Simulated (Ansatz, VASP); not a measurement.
Ti2Co in VASP and in Ansatz

```
CELL_PARAMETERS angstrom
0.00000 3.36500 3.36500
3.36500 0.00000 3.36500
3.36500 3.36500 0.00000
ATOMIC_POSITIONS crystal
Ti 0.12500 0.12500 0.12500
Ti 0.62500 0.12500 0.12500
Ti 0.12500 0.12500 0.62500
Ti 0.12500 0.62500 0.12500
Co 0.50000 0.50000 0.50000
Co 0.75000 0.75000 0.75000
```

Alike in both runs: task single point; functional r2SCAN; k mesh 10 × 10 × 10; occupations gaussian, width 0.1 eV; collinear spin.

|  | VASP | Ansatz |
| --- | --- | --- |
| version | VASP 6.6.1 | Ansatz 0.2.0 |
| potentials or method | VASP PAW PBE potentials, release 64 (Ti_sv, Co), cutoff 520 eV | scalar-relativistic, plane waves, PAW |
| valence electrons in the cell | 66 | 82 |

|  | VASP | Ansatz | Ansatz less VASP |
| --- | --- | --- | --- |
| gap on the k mesh at the Fermi level (eV) | none | none | - |
| pressure (GPa) | 21.8 | 24.0 | +2.20 |
| net moment per atom (μB) | 0.18 | 0.55 | +0.370 |
| size of the moment on the site where the two differ most (μB) | 0.24 | 1.44 | +1.196 |

The net moments are unlike, so the other rows may belong to different states. VASP's potentials were made for PBE, not for r2SCAN. Site moments also hang on the region over which each program counts them. A gap of «none» marks a metal or a gap that the smearing closes. VASP's potentials hold 66 valence electrons a cell and Ansatz's 82, so a difference there can come from the potentials and not from the codes. Ansatz's warnings: stability check not made.
